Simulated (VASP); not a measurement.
# LiCl (I4/mmm) in VASP: further runs, part 2 of 2

VASP 6.6.1.

## 3. Single point, PBE (strain -0.040 along x and y, -0.080 along z)

INCAR

```
ALGO = Normal
EDIFF = 1E-6
ENCUT = 520
GGA = PE
ISIF = 2
ISMEAR = 0
LASPH = True
LCHARG = False
LREAL = False
LWAVE = False
NBANDS = 12
NELM = 80
PREC = Accurate
SIGMA = 0.05
```

KPOINTS

```
k-points
0
Gamma
  8 8 8
```

POSCAR

```
LiCl
1.0
    0.0000000000      2.4621696000      2.3595792000
    2.4621696000      0.0000000000      2.3595792000
    2.4621696000      2.4621696000      0.0000000000
Li Cl
1 1
Direct
    0.0000000000      0.0000000000      0.0000000000
    0.5000000000      0.5000000000      0.5000000000
```

Potentials or basis: VASP PAW PBE potentials, release 64 (Li_sv, Cl).

Run with:

```sh
$ cat potpaw_PBE.64/Li_sv/POTCAR potpaw_PBE.64/Cl/POTCAR > POTCAR
$ mpirun -np 1 vasp_std > vasp.out
```

Run time: 18 s. Hardware: 1 thread of Intel Xeon Platinum 8375C at 2.90GHz (Ice Lake), shared host; peak memory 0.15 GiB.

The run converged. Its results:

```
Free energy            : -7.2557 eV
Band gap on the k mesh : 6.85 eV (least direct gap 7.17 eV)
```

Levels at points of the mesh, in eV from the valence-band top:
```csv
k point,band 1,band 2,band 3,band 4,band 5,band 6,band 7,band 8,band 9,band 10
"(0.00, 0.00, 0.00)",-43.35,-14.11,-0.15,0.00,0.00,7.36,11.86,11.86,12.27,14.64
"(0.50, 0.00, 0.00)",-43.34,-13.29,-3.59,-0.46,-0.31,6.85,9.28,9.71,14.73,17.57
"(0.50, 0.50, 0.00)",-43.34,-12.84,-3.76,-1.61,-1.61,7.79,8.12,14.37,15.19,15.19
"(0.50, 0.00, 0.50)",-43.34,-12.94,-3.79,-1.61,-1.27,8.02,8.25,13.69,14.98,16.09
```

Caveat: the cell differs from its parent crystal (strain -0.040 along x and y, -0.080 along z). A k mesh can miss the band edges.

## 4. Single point, PBE (strain -0.080 along x and y, +0.040 along z)

INCAR

```
PREC = Accurate ; ENCUT = 520
EDIFF = 1E-7 ; ISMEAR = 0
SIGMA = 0.05 ; LREAL = F
LASPH = T ; NELM = 80
ALGO = Normal ; ISIF = 2
LWAVE = F ; LCHARG = F
GGA = PE ; NBANDS = 12
```

KPOINTS

```
Automatic mesh
0
Gamma
  8 8 8
```

POSCAR

```
LiCl
1.0
    0.0000000000      2.3595792000      2.6673504000
    2.3595792000      0.0000000000      2.6673504000
    2.3595792000      2.3595792000      0.0000000000
Li Cl
1 1
Direct
    0.0000000000      0.0000000000      0.0000000000
    0.5000000000      0.5000000000      0.5000000000
```

Run with:

```sh
$ cat potpaw_PBE.64/Li_sv/POTCAR potpaw_PBE.64/Cl/POTCAR > POTCAR
$ mpirun -np 1 vasp_std > vasp.out
```

Wall time 20 s (1 thread of Intel Xeon Platinum 8375C at 2.90GHz (Ice Lake), shared host); peak memory 0.15 GiB.

Results (log left out):

```
Free energy            : -7.2530 eV
Band gap on the k mesh : 6.67 eV (least direct gap 6.88 eV)
```

Levels at points of the mesh, in eV from the valence-band top:
```csv
k point,band 2,band 3,band 4,band 5,band 6,band 7,band 8,band 9
"(0.00, 0.00, 0.00)",-14.01,-0.21,-0.21,0.00,6.99,11.23,12.42,12.42
"(0.50, 0.00, 0.00)",-13.27,-3.48,-0.65,-0.21,6.67,9.12,9.96,14.14
"(0.50, 0.50, 0.00)",-13.12,-3.65,-1.16,-1.16,8.37,8.49,12.35,15.79
"(0.50, 0.00, 0.50)",-12.80,-3.64,-2.09,-1.16,7.86,8.04,13.49,14.13
```

Caveat: the cell differs from its parent crystal (strain -0.080 along x and y, +0.040 along z). A k mesh can miss the band edges.

## 5. Single point, PBE (strain -0.080 along x and y, +0.080 along z)

INCAR

```
SYSTEM = LiCl
ALGO = Normal
EDIFF = 1E-6
ENCUT = 520
GGA = PE
ISIF = 2
ISMEAR = 0
LASPH = .True.
LCHARG = .True.
LELF = .True.
LREAL = .False.
LVHAR = .True.
LWAVE = .False.
NBANDS = 12
NELM = 60
PREC = Accurate
SIGMA = 0.05
```

KPOINTS

```
k-points
0
Gamma
  8 8 8
  0 0 0
```

POSCAR

```
LiCl
1.0
    0.0000000000      2.3595792000      2.7699408000
    2.3595792000      0.0000000000      2.7699408000
    2.3595792000      2.3595792000      0.0000000000
Li Cl
1 1
Direct
    0.0000000000      0.0000000000      0.0000000000
    0.5000000000      0.5000000000      0.5000000000
```

Run with:

```sh
$ cat potpaw_PBE.64/Li_sv/POTCAR potpaw_PBE.64/Cl/POTCAR > POTCAR
$ mpirun -np 1 vasp_std > vasp.out
```

It took 20 s on 1 thread of Intel Xeon Platinum 8375C at 2.90GHz (Ice Lake), shared host; peak memory 0.16 GiB.

It converged, with:

- Free energy: -7.2622 eV
- Band gap on the k mesh: 6.63 eV (least direct gap 6.74 eV)

Levels at points of the mesh, in eV from the valence-band top:
| k point | band 2 | band 3 | band 4 | band 5 | band 6 | band 7 | band 8 | band 9 |
| --- | --- | --- | --- | --- | --- | --- | --- | --- |
| (0.00, 0.00, 0.00) | -13.84 | -0.20 | -0.20 | 0.00 | 6.75 | 11.09 | 12.61 | 12.61 |
| (0.50, 0.00, 0.00) | -13.15 | -3.28 | -0.66 | -0.11 | 6.63 | 9.14 | 10.13 | 13.69 |
| (0.50, 0.50, 0.00) | -13.08 | -3.41 | -0.98 | -0.98 | 8.59 | 8.60 | 11.78 | 15.78 |
| (0.50, 0.00, 0.50) | -12.69 | -3.43 | -2.13 | -0.98 | 7.98 | 8.04 | 12.94 | 13.99 |

Caveat: the cell differs from its parent crystal (strain -0.080 along x and y, +0.080 along z). A k mesh can miss the band edges.

## 6. Single point, PBE (strain +0.000 along x and y, -0.080 along z)

INCAR

```
SYSTEM = LiCl
PREC = Accurate
ENCUT = 520
EDIFF = 1E-6
ISMEAR = 0
SIGMA = 0.05
LREAL = .FALSE.
LASPH = .TRUE.
NELM = 60
ALGO = Normal
ISIF = 2
LWAVE = .FALSE.
LCHARG = .FALSE.
GGA = PE
NBANDS = 12
```

KPOINTS

```
regular mesh
0
G
  8 8 8
  0 0 0
```

POSCAR

```
LiCl
1.0
    0.0000000000      2.5647600000      2.3595792000
    2.5647600000      0.0000000000      2.3595792000
    2.5647600000      2.5647600000      0.0000000000
Li Cl
1 1
Direct
    0.0000000000      0.0000000000      0.0000000000
    0.5000000000      0.5000000000      0.5000000000
```

Potentials or basis: VASP PAW PBE potentials, release 64 (Li_sv, Cl).

Run with:

```sh
$ cat potpaw_PBE.64/Li_sv/POTCAR potpaw_PBE.64/Cl/POTCAR > POTCAR
$ mpirun -np 1 vasp_std > vasp.out
```

Wall time 19 s (1 thread of Intel Xeon Platinum 8375C at 2.90GHz (Ice Lake), shared host); peak memory 0.16 GiB.

It converged, with:

```
Free energy            : -7.3264 eV
Band gap on the k mesh : 6.72 eV (least direct gap 6.75 eV)
```

Levels at points of the mesh, in eV from the valence-band top:
```csv
k point,band 2,band 3,band 4,band 5,band 6,band 7,band 8,band 9
"(0.00, 0.00, 0.00)",-13.80,-0.30,0.00,0.00,6.75,11.71,11.71,12.47
"(0.50, 0.00, 0.00)",-13.12,-3.25,-0.50,-0.27,6.72,9.09,9.91,13.75
"(0.50, 0.50, 0.00)",-12.70,-3.36,-1.55,-1.55,7.81,7.92,13.97,14.32
"(0.50, 0.00, 0.50)",-12.86,-3.39,-1.56,-0.95,8.11,8.25,12.70,14.00
```

Caveat: the cell differs from its parent crystal (strain +0.000 along x and y, -0.080 along z).

## 7. Single point, PBE (strain +0.000 along x and y, -0.040 along z)

INCAR

```
SYSTEM = LiCl
PREC     = Accurate       ! precision mode
ENCUT    = 520            ! plane-wave cutoff, eV
EDIFF    = 1E-7           ! SCF threshold, eV
ISMEAR   = 0              ! smearing method
SIGMA    = 0.05           ! smearing width, eV
LREAL    = .FALSE.        ! projectors in reciprocal space
LASPH    = .TRUE.         ! aspherical terms in the spheres
NELM     = 100            ! most SCF steps
ALGO     = Normal         ! electronic algorithm
ISIF     = 2              ! what is computed and relaxed
LWAVE    = .FALSE.        ! write WAVECAR
LCHARG   = .FALSE.        ! write CHGCAR
GGA      = PE             ! functional
NBANDS   = 12             ! bands
```

KPOINTS

```
Automatic mesh
0
G
  8 8 8
  0 0 0
```

POSCAR

```
LiCl
1.0
    0.0000000000      2.5647600000      2.4621696000
    2.5647600000      0.0000000000      2.4621696000
    2.5647600000      2.5647600000      0.0000000000
Li Cl
1 1
Direct
    0.0000000000      0.0000000000      0.0000000000
    0.5000000000      0.5000000000      0.5000000000
```

Run with:

```sh
$ cat potpaw_PBE.64/Li_sv/POTCAR potpaw_PBE.64/Cl/POTCAR > POTCAR
$ mpirun -np 1 vasp_std > vasp.out
```

It took 30 s on 1 thread of Intel Xeon Platinum 8375C at 2.90GHz (Ice Lake), shared host; peak memory 0.16 GiB.

It converged, with:

```
Free energy            : -7.3715 eV
Band gap on the k mesh : 6.54 eV
```

Levels at points of the mesh, in eV from the valence-band top:
```tsv
k point	band 3	band 4	band 5	band 6	band 7	band 8
(0.00, 0.00, 0.00)	-0.13	0.00	0.00	6.54	11.82	11.82
(0.50, 0.00, 0.00)	-3.02	-0.37	-0.26	6.75	9.31	9.67
(0.50, 0.50, 0.00)	-3.12	-1.31	-1.31	7.89	8.06	13.16
(0.50, 0.00, 0.50)	-3.13	-1.32	-1.03	7.98	8.27	12.56
```

Caveat: the cell differs from its parent crystal (strain +0.000 along x and y, -0.040 along z).

## 8. Summary

```csv
cell,gap on the mesh (eV)
"a = 3.485, b = 3.485, c = 3.337 Å, angles 61.4, 61.4, 57.2°, 2 atoms",6.74
"a = 3.410, b = 3.410, c = 3.482 Å, angles 59.3, 59.3, 61.4°, 2 atoms",6.85
"a = 3.561, b = 3.561, c = 3.337 Å, angles 62.1, 62.1, 55.9°, 2 atoms",6.67
"a = 3.639, b = 3.639, c = 3.337 Å, angles 62.7, 62.7, 54.6°, 2 atoms",6.63
"a = 3.485, b = 3.485, c = 3.627 Å, angles 58.6, 58.6, 62.7°, 2 atoms",6.72
"a = 3.555, b = 3.555, c = 3.627 Å, angles 59.3, 59.3, 61.3°, 2 atoms",6.54
```

Alike in all rows: task single point; level PBE; potentials or basis VASP PAW PBE potentials, release 64 (Li_sv, Cl); no spin polarisation; k mesh 8 × 8 × 8; cutoff (eV) 520; smearing gaussian 0.05 eV.

Absolute energies hang on the potentials; compare differences alone.
